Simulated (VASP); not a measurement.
Write the native input for VASP 6.6.1 that does the following.

```
Task                   : single point
Functional             : r2SCAN
Potentials or basis    : VASP PAW PBE potentials, release 64 (Zn, S)
Cutoff                 : 520 eV
k mesh                 : 6 × 6 × 4
Occupations            : gaussian, width 0.05 eV
Spin                   : no spin polarisation
Dipole correction      : no
Further INCAR settings : ALGO = Normal; EDIFF = 1e-06; NBANDS = 26
```

ZnS:

```
Zn S
1.0
     3.94438    0.00000    0.00000
    -1.97219    3.30042    0.00000
     0.00000    0.00000    6.23400
Zn S
2 2
Direct
  0.33333 0.66667 0.00000
  0.66667 0.33333 0.50000
  0.33333 0.66667 0.38500
  0.66667 0.33333 0.88500
```

This cell differs from its parent crystal: strain +0.0350 x Voigt [1, 0, 0, 0, 0, 0].

The input as run:

POSCAR

```
ZnS
1.0
    3.9443837389      0.0000000000      0.0000000000
   -1.9721918695      3.3004217586      0.0000000000
    0.0000000000      0.0000000000      6.2340000000
Zn S
2 2
Direct
    0.3333333333      0.6666666667      0.0000000000
    0.6666666667      0.3333333333      0.5000000000
    0.3333333333      0.6666666667      0.3850000000
    0.6666666667      0.3333333333      0.8850000000
```

INCAR.step1

```
ALGO     = Normal         # electronic algorithm
EDIFF    = 1E-4           # SCF threshold, eV
ENCUT    = 520            # plane-wave cutoff, eV
GGA      = PE             # functional
ISMEAR   = 0              # smearing method
LASPH    = True           # aspherical terms in the spheres
LCHARG   = False          # write CHGCAR
LREAL    = False          # projectors in reciprocal space
LWAVE    = True           # write WAVECAR
NBANDS   = 26             # bands
NELM     = 60             # most SCF steps
PREC     = Accurate       # precision mode
SIGMA    = 0.05           # smearing width, eV
```

INCAR.step2

```
ALGO     = Normal         # electronic algorithm
EDIFF    = 1E-6           # SCF threshold, eV
ENCUT    = 520            # plane-wave cutoff, eV
ISIF     = 2              # what is computed and relaxed
ISMEAR   = 0              # smearing method
ISTART   = 1            
LASPH    = True           # aspherical terms in the spheres
LCHARG   = False          # write CHGCAR
LMIXTAU  = True         
LREAL    = False          # projectors in reciprocal space
LWAVE    = False          # write WAVECAR
METAGGA  = R2SCAN         # meta-GGA
NBANDS   = 26             # bands
NELM     = 60             # most SCF steps
PREC     = Accurate       # precision mode
SIGMA    = 0.05           # smearing width, eV
```

KPOINTS

```
k-points
0
Gamma
  6 6 4
```

Potentials or basis: VASP PAW PBE potentials, release 64 (Zn, S).

The run is started by

```bash
$ cat potpaw_PBE.64/Zn/POTCAR potpaw_PBE.64/S/POTCAR > POTCAR
$ cp INCAR.step1 INCAR
$ mpirun -np 1 vasp_std > vasp.out
$ cp INCAR.step2 INCAR
$ mpirun -np 1 vasp_std > vasp.out
```

Results of the run:

```yaml
Pressure: -2.4 GPa
Largest_force: 0.303 eV/Å
Band_gap_on_the_k_mesh: 2.61 eV, direct
```

Caveat: the cell differs from its parent crystal (strain +0.0350 x Voigt [1, 0, 0, 0, 0, 0]); the PAW data sets were made with another functional, which shifts forces and pressure a little.

Run time: 4.5 min on 1 thread of Intel(R) Xeon(R) Platinum 8259CL CPU @ 2.50GHz (Skylake/Cascade Lake) (shared host), peak memory 0.24 GiB.
